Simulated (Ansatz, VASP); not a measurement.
# Al2Cu: VASP beside Ansatz

```
CELL_PARAMETERS angstrom
-3.00340 3.00340 2.39470
3.00340 -3.00340 2.39470
3.00340 3.00340 -2.39470
ATOMIC_POSITIONS crystal
Al 0.34101 0.15899 0.50000
Al 0.15899 0.65899 0.81797
Al 0.84101 0.34101 0.18203
Al 0.65899 0.84101 0.50000
Cu 0.75000 0.75000 0.00000
Cu 0.25000 0.25000 0.00000
```

Alike in both runs: functional r2SCAN; k mesh 12 × 12 × 12; occupations gaussian, width 0.1 eV; no spin polarisation.

Ansatz relaxed the structure, and its values are those at the end. VASP's run is a single point on that final structure, the one shown.

|  | VASP | Ansatz |
| --- | --- | --- |
| version | VASP 6.6.1 | Ansatz 0.2.0 |
| potentials or method | VASP PAW PBE potentials, release 64 (Al, Cu), cutoff 520 eV | scalar-relativistic, plane waves, PAW |
| valence electrons in the cell | 34 | 50 |

Ansatz gave:

| Property | Result |
| --- | --- |
| gap on the k mesh at the Fermi level (eV) | none |
| pressure (GPa) | 0.0 |

Q: What did VASP give for the same quantities?

A: gap on the k mesh at the Fermi level (eV): none; pressure (GPa): -0.2.

VASP's potentials were made for PBE, not for r2SCAN. A gap of «none» marks a metal or a gap that the smearing closes. With one functional, cell and mesh, what is left measures potentials, basis and numerics. VASP's potentials hold 34 valence electrons a cell and Ansatz's 50, so a difference there can come from the potentials and not from the codes.
